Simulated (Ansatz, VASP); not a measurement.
**One calculation of Mg, two programs**

The input INCAR:

```
PREC = Accurate ; ENCUT = 520
EDIFF = 1E-6 ; ISMEAR = -1
SIGMA = 5E-4 ; LREAL = False
LASPH = True ; NELM = 80
ALGO = Normal ; ISIF = 2
LWAVE = False ; LCHARG = False
GGA = PE ; NBANDS = 9
```

The input KPOINTS:

```
Automatic mesh
0
Gamma
  10 10 5
```

File POSCAR:

```
Mg
1.0
    3.2484984700      0.0000000000      0.0000000000
   -1.6242492400      2.8132822000      0.0000000000
    0.0000000000      0.0000000000      5.2772000000
Mg
2
Direct
    0.3333333300      0.6666666700      0.2500000000
    0.6666666700      0.3333333300      0.7500000000
```

Input for Ansatz:

```yaml
crystal:
  lattice:
    - [3.24849847, 0.0, 0.0]
    - [-1.62424924, 2.8132822, 0.0]
    - [0.0, 0.0, 5.2772]
  atoms:
    - { symbol: Mg, position: [0.33333333, 0.66666667, 0.25] }
    - { symbol: Mg, position: [0.66666667, 0.33333333, 0.75] }
hamiltonian:
  xc: pbe
  pseudopotentials: { kind: paw }
basis:
  ecutwfc: 420
kpoints:
  mp_grid: { grid: [10, 10, 5] }
scf:
  occupations: { method: fermi_dirac, width: 0.0005 }
  lower_state_search: "off"
  algorithm: density_mixing
  max_iter: 80
  mixing: {}
output:
  forces: true
  stress: true
```

Alike in both runs: task single point; functional PBE; k mesh 10 × 10 × 5; occupations fermi-dirac, width 0.0005 eV; no spin polarisation.

```csv
,VASP,Ansatz
version,VASP 6.6.1,Ansatz 0.2.0
potentials or method,"VASP PAW PBE potentials, release 64 (Mg), cutoff 520 eV","PAW, plane waves, scalar-relativistic"
valence electrons in the cell,4,20
```

Ansatz gave:

| Property | Result |
| --- | --- |
| pressure (GPa) | -1.6 |
| traceless stress, the component that is largest in VASP (GPa) | 0.17 |

Problem. What did VASP give for the same quantities?

Solution. Pressure (GPa): -1.7; traceless stress, the component that is largest in VASP (GPa): 0.17.

VASP's potentials hold 4 valence electrons a cell and Ansatz's 20, so a difference there can come from the potentials and not from the codes.
